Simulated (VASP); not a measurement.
Input of a VASP 6.6.1 run:

File INCAR:

```
  PREC = Accurate
  ENCUT = 520
  EDIFF = 1E-6
  ISMEAR = 0
  SIGMA = 0.15
  LREAL = False
  LASPH = True
  NELM = 100
  ALGO = Normal
  ISIF = 2
  LWAVE = False
  LCHARG = False
  GGA = CA
  NBANDS = 23
```

The input KPOINTS:

```
Automatic mesh
0
Gamma
  14 14 10
```

POSCAR

```
HfN
1.0
    0.0000000000     -2.2339756809     -2.2339756809
    0.0000000000      2.2339756809     -2.2339756809
    4.4679513618      0.0000000000      0.0000000000
Hf N
2 2
Direct
    0.5089789562      0.4910210438      0.5000000000
   -0.0089789562      0.0089789562      0.0000000000
    0.4851010382      0.5148989618      0.0000000000
    0.0148989618     -0.0148989618      0.5000000000
```

Potentials or basis: VASP PAW LDA potentials, release 64 (Hf_pv, N).

Command:

```console
$ cat potpaw_LDA.64/Hf_pv/POTCAR potpaw_LDA.64/N/POTCAR > POTCAR
$ mpirun -np 1 vasp_std > vasp.out
```

Question: What does it give for the band gap on the k mesh?

Answer: Zero (bands 15 and 16 overlap by 6.64 eV).

Question: Predict the pressure.

Answer: -1.0 GPa.

Question: Estimate the largest force.

Answer: 0.642 eV/Å.

Forces on the atoms (eV/Å):
```
Hf   0.000  0.295  0.000
Hf   0.000 -0.295  0.000
N    0.000 -0.642  0.000
N    0.000  0.642  0.000
```

Caveat: the cell differs from its parent crystal (atoms displaced along a vibrational mode); spin-orbit coupling is left out, which moves the levels of the heavy elements.
